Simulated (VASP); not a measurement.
A run of VASP 6.6.1 is set up as follows.

The input INCAR:

```
SYSTEM = NaH
ALGO = Normal
EDIFF = 1E-7
ENCUT = 520
GGA = PE
ISIF = 2
ISMEAR = 0
LASPH = .TRUE.
LCHARG = .TRUE.
LELF = .TRUE.
LREAL = .FALSE.
LVHAR = .TRUE.
LWAVE = .FALSE.
NBANDS = 11
NELM = 60
PREC = Accurate
SIGMA = 0.01
```

Contents of KPOINTS:

```
k-points
0
G
  8 8 8
  0 0 0
```

File POSCAR:

```
NaH
1.0
    0.0000000000      2.3975122885      2.3975122885
    2.3975122885      0.0000000000      2.3975122885
    2.3975122885      2.3975122885      0.0000000000
Na H
1 1
Direct
    0.0000000000      0.0000000000      0.0000000000
    0.5000000000      0.5000000000      0.5000000000
```

Potentials or basis: VASP PAW PBE potentials, release 64 (Na_pv, H).

Run with:

```console
$ cat potpaw_PBE.64/Na_pv/POTCAR potpaw_PBE.64/H/POTCAR > POTCAR
$ mpirun -np 1 vasp_std > vasp.out
```

Task: Predict the pressure.

Result: 0.5 GPa.

Task: Estimate the band gap on the k mesh.

Result: 3.80 eV, indirect (least direct gap 4.67 eV).

A k mesh can miss the band edges. PBE gaps usually lie below the measured ones, often by a third to a half.
